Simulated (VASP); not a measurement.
A run of VASP 6.6.1 is set up as follows.

The input INCAR:

```
SYSTEM = SiC
  ALGO = Normal
  EDIFF = 1E-6
  ENCUT = 520
  GGA = PE
  ISIF = 2
  ISMEAR = 0
  LASPH = .True.
  LCHARG = .False.
  LREAL = .False.
  LWAVE = .False.
  NBANDS = 16
  NELM = 80
  PREC = Accurate
  SIGMA = 0.02
```

The input KPOINTS:

```
k-points
0
Gamma
  12 12 6
  0 0 0
```

The input POSCAR:

```
SiC
1.0
    3.0919365178      0.0000000000      0.0000000000
   -1.5459682589      2.6776955713      0.0000000000
    0.0000000000      0.0000000000      4.9728064432
Si C
2 2
Direct
    0.3333333333      0.6666666667      0.4984255068
    0.6666666667      0.3333333333      0.9984255068
    0.3333333333      0.6666666667      0.8765744932
    0.6666666667      0.3333333333      0.3765744932
```

Potentials or basis: VASP PAW PBE potentials, release 64 (Si, C).

The run is started by

```sh
$ cat potpaw_PBE.64/Si/POTCAR potpaw_PBE.64/C/POTCAR > POTCAR
$ mpirun -np 1 vasp_std > vasp.out
```

Predict the band gap on the k mesh.

2.34 eV, indirect (least direct gap 3.82 eV).

What does it give for the pressure?

4.4 GPa.

Forces on the atoms (eV/Å):
```
Si   0.000  0.000 -0.003
Si   0.000  0.000 -0.003
C    0.000  0.000  0.003
C    0.000  0.000  0.003
```

A k mesh can miss the band edges. Expect the measured gap to be larger: semilocal functionals such as PBE lack the derivative discontinuity.
